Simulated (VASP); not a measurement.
# Si (C2/m) in VASP: single point with LDA

Aim: the single point of Si with LDA.

All numbers are computed with VASP 6.6.1; they aren't measurements. Logs are shortened: lines on timing, memory, paths and dates and some standing lists are left out, and cuts for length are marked.

**1. The cell of the first run**

The structure is monoclinic, space group C2/m (No. 12). Conventional cell: a = 6.616 Å, b = 3.820 Å, c = 3.820 Å, α = 90.00°, β = 125.26°, γ = 90.00°. Si (site symmetry m) has 4 Si at 2.20 to 2.48 Å within 2.9 Å.

**2. Single point, LDA (mode 4 frozen in at -0.060 Å and mode 5 at -0.060 Å (largest displacements))**

INCAR reads:

```
SYSTEM = Si
ALGO = Normal
EDIFF = 1E-7
ENCUT = 520
GGA = CA
ISIF = 2
ISMEAR = 0
LASPH = .TRUE.
LCHARG = .FALSE.
LREAL = .FALSE.
LWAVE = .FALSE.
NBANDS = 11
NELM = 80
PREC = Accurate
SIGMA = 0.05
```

KPOINTS reads:

```
k-points
0
G
  12 12 12
  0 0 0
```

POSCAR reads:

```
Si
1.0
    0.0000000000      2.7009735863      2.7009735863
    2.7009735863      0.0000000000      2.7009735863
    2.7009735863      2.7009735863      0.0000000000
Si
2
Direct
    0.5000000000      0.5000000000      0.4777857879
    0.7500000000      0.7500000000      0.7722142121
```

Potentials or basis: VASP PAW LDA potentials, release 64 (Si).

The run is started by

```sh
> cat potpaw_LDA.64/Si/POTCAR > POTCAR
> mpirun -np 1 vasp_std > vasp.out
```

OUTCAR:

```text
SYSTEM = Si
   EDIFF = 1E-7
   ENCUT = 520
   GGA = CA
   ISIF = 2
   ISMEAR = 0
   LASPH = .TRUE.
   LREAL = .FALSE.
   NELM = 80
   PREC = Accurate

 ion  position               nearest neighbor table
   1  0.500  0.500  0.478-   2 2.20   2 2.35   2 2.35   2 2.48
   2  0.750  0.750  0.772-   1 2.20   1 2.35   1 2.35   1 2.48

  LATTYP: Found a face centered cubic cell.
 ALAT       =     5.4019471726

  Lattice vectors:

 A1 = (   0.0000000000,   2.7009735863,   2.7009735863)
 A2 = (   2.7009735863,   0.0000000000,   2.7009735863)
 A3 = (   2.7009735863,   2.7009735863,   0.0000000000)

Analysis of symmetry for initial positions (statically):
=====================================================================
 Subroutine PRICEL returns:
 Original cell was already a primitive cell.

 Routine SETGRP: Setting up the symmetry group for a
 face centered cubic supercell.

 Subroutine GETGRP returns: Found  4 space group operations
 (whereof  2 operations were pure point group operations)
 out of a pool of 48 trial point group operations.

The static configuration has the point symmetry C_1h.
 The point group associated with its full space group is C_2h.

Analysis of symmetry for dynamics (positions and initial velocities):
=====================================================================
 Subroutine PRICEL returns:
 Original cell was already a primitive cell.

 Routine SETGRP: Setting up the symmetry group for a
 face centered cubic supercell.

 Subroutine GETGRP returns: Found  4 space group operations
 (whereof  2 operations were pure point group operations)
 out of a pool of 48 trial point group operations.

The dynamic configuration has the point symmetry C_1h.
 The point group associated with its full space group is C_2h.

 Subroutine INISYM returns: Found  4 space group operations
 (whereof  2 operations are pure point group operations),
 and found     1 'primitive' translations

----------------------------------------------------------------------------------------

                                     Primitive cell

  volume of cell :      39.4086

  direct lattice vectors                    reciprocal lattice vectors
     0.000000000  2.700973586  2.700973586    -0.185118434  0.185118434  0.185118434
     2.700973586  0.000000000  2.700973586     0.185118434 -0.185118434  0.185118434
     2.700973586  2.700973586  0.000000000     0.185118434  0.185118434 -0.185118434

  length of vectors
     3.819753477  3.819753477  3.819753477     0.320634533  0.320634533  0.320634533

  position of ions in fractional coordinates (direct lattice)
[... 83 lines left out ...]
   IBRION =     -1    ionic relax: 0-MD 1-quasi-New 2-CG
   NFREE  =      0    steps in history (QN), initial steepest desc. (CG)
   ISIF   =      2    stress and relaxation
   ISYM   =      2    0-nonsym 1-usesym 2-fastsym
   POTIM  = 0.5000    time-step for ionic-motion
   TEBEG  =    0.0;   TEEND  =   0.0 temperature during run
   PSTRESS=    0.0 pullay stress
   NELECT =       8.0000    total number of electrons
   NUPDOWN=      -1.0000    fix difference up-down
   EMIN   =  10.00;   EMAX   =-10.00  energy-range for DOS
   EFERMI =   0.00;   METHOD = LEGACY
   ISMEAR =     0;   SIGMA  =   0.05  broadening in eV -4-tet -1-fermi 0-gaus
   EFERMI_NEDOS =   21; number of points for ismear=-14 and -15
   IALGO  =     38    algorithm
   IMIX   =      4    mixing-type and parameters
     AMIX     =   0.40;   BMIX     =  1.00
     AMIX_MAG =   1.60;   BMIX_MAG =  1.00
  volume/ion in A,a.u.               =      19.70       132.97
  Fermi-wavevector in a.u.,A,eV,Ry     =   0.962146  1.818193 12.595263  0.925726
  Thomas-Fermi vector in A             =   2.091580
   LORBIT       =      0    0 simple, 1 ext, 2 COOP (PROOUT), +10 PAW based schemes
   GGA     = CA    functional components
   LHFCALC =     F    Hartree Fock is set to
   AEXX    =    0.0000 exact exchange contribution
   IVDW    =     0    specifies the selected vdW correction
   LEPSILON=     F    determine dielectric tensor
   LRPA    =     F    only Hartree local field effects (RPA)
 non-spin polarized calculation
 Gauss-broadening in eV      SIGMA  =   0.05
  energy-cutoff  :      520.00
  volume of cell :       39.41
 maximum number of plane-waves:      1074
   NGX = 15   NGY = 15   NGZ = 15

 number of electron       8.0000000 magnetization

 Free energy of the ion-electron system (eV)
  ---------------------------------------------------
  ext. energy  EPLUGINS =         0.00000000
  ---------------------------------------------------
  free energy    TOTEN  =       -11.72705941 eV

  energy without entropy =      -11.72688918  energy(sigma->0) =      -11.72697430

 E-fermi :   6.2863     XC(G=0):  -9.6697

 val. band max:        6.2844784903   @ k =   0.5000   0.0833   0.5000
 cond. band min:       6.3178818854   @ k =   0.4167   0.4167   0.0000
 fundamental gap:      0.0334033951
 Fermi energy:         6.2862502252

 k-point     1 :       0.0000    0.0000    0.0000
  band No.  band energies     occupation
      1      -6.1677      2.00000
      2       5.1450      2.00000
      3       5.9609      2.00000
      4       6.7546      0.00000
      5       7.9745      0.00000
      6       8.3462      0.00000
      7       8.9322      0.00000
      8       9.2782      0.00000
      9      13.5892      0.00000
     10      13.6616      0.00000
     11      13.7524      0.00000
[... 309 lines left out ...]
 k-point    24 :       0.0833    0.0000    0.1667
  band No.  band energies     occupation
      1      -5.8257      2.00000
      2       3.5304      2.00000
      3       5.2381      2.00000
      4       5.6474      2.00000
      5       8.1284      0.00000
      6       9.2671      0.00000
      7       9.5747      0.00000
      8      10.7730      0.00000
      9      12.4101      0.00000
     10      13.5914      0.00000
     11      14.9135      0.00000

 [... further k-points ...]
[... 5 lines left out ...]
  --------------------------------------------------------------------------------------
  -------------------------------------------------------------------------------------
  Total        0.1650808      0.1650808      0.4403314      0.3154579     -1.2681342     -1.2681342
  in kB        6.7114460      6.7114460     17.9019057     12.8251061    -51.5566627    -51.5566628
  external PRESSURE =      10.4415993 kB  Pullay stress =       0.0000000 kB

 VOLUME and BASIS-vectors are now :
 -----------------------------------------------------------------------------
  energy-cutoff  :      520.00
  volume of cell :       39.41
      direct lattice vectors                 reciprocal lattice vectors
     0.000000000  2.700973586  2.700973586    -0.185118434  0.185118434  0.185118434
     2.700973586  0.000000000  2.700973586     0.185118434 -0.185118434  0.185118434
     2.700973586  2.700973586  0.000000000     0.185118434  0.185118434 -0.185118434

 POSITION                                       TOTAL-FORCE (eV/Angst)
 -----------------------------------------------------------------------------------
      2.64097      2.64097      2.70097         1.582844      1.582844     -0.547360
      4.11146      4.11146      4.05146        -1.582844     -1.582844      0.547360
 -----------------------------------------------------------------------------------
    total drift:                                0.000000      0.000000      0.000000

  FREE ENERGIE OF THE ION-ELECTRON SYSTEM (eV)
  ---------------------------------------------------
  free  energy   TOTEN  =       -11.7270594135 eV

  energy  without entropy=      -11.7268891816  energy(sigma->0) =      -11.72697430
```

OSZICAR:

```text
N       E                     dE             d eps       ncg     rms          rms(c)
DAV:   1     0.794793590055E+01    0.79479E+01   -0.33461E+03 10480   0.591E+02
DAV:   2    -0.113935782170E+02   -0.19342E+02   -0.18651E+02 13932   0.872E+01
DAV:   3    -0.119971714900E+02   -0.60359E+00   -0.60157E+00 13316   0.138E+01
DAV:   4    -0.120021096572E+02   -0.49382E-02   -0.49375E-02 12661   0.158E+00
DAV:   5    -0.120021602393E+02   -0.50582E-04   -0.50582E-04 13299   0.147E-01    0.517E+00
DAV:   6    -0.118106010490E+02    0.19156E+00   -0.11330E-01 12070   0.136E+00    0.308E+00
DAV:   7    -0.117268686345E+02    0.83732E-01   -0.19093E-01 12255   0.182E+00    0.270E-01
DAV:   8    -0.117270303340E+02   -0.16170E-03   -0.77765E-03 11957   0.522E-01    0.108E-01
DAV:   9    -0.117270525785E+02   -0.22245E-04   -0.10360E-04 13539   0.667E-02    0.717E-02
DAV:  10    -0.117270586596E+02   -0.60810E-05   -0.33940E-06 12160   0.114E-02    0.124E-02
DAV:  11    -0.117270594310E+02   -0.77143E-06   -0.14935E-06 12310   0.651E-03    0.388E-03
DAV:  12    -0.117270594135E+02    0.17471E-07   -0.53074E-08  8208   0.135E-03
   1 F= -.11727059E+02 E0= -.11726974E+02  d E =-.170232E-03
```

Wall time 89 s (1 thread of Intel Xeon Platinum 8488C (Sapphire Rapids), shared host); peak memory 0.26 GiB.

What came out:

```yaml
Free_energy: -11.7271 eV
Pressure: 1.0 GPa
Largest_force: 2.304 eV/Å
Band_gap_on_the_k_mesh: zero (band 4 reaches 6.75 eV, above the bottom of band 5 at 6.20 eV)
```

Forces in eV/Å, atoms in the order of the input:
```
Si   1.583  1.583 -0.547
Si  -1.583 -1.583  0.547
```

Caveat: the cell differs from its parent crystal (mode 4 frozen in at -0.060 Å and mode 5 at -0.060 Å (largest displacements)); forces of over 1 eV/Å act on the atoms, so gaps and moduli don't describe the material at rest.
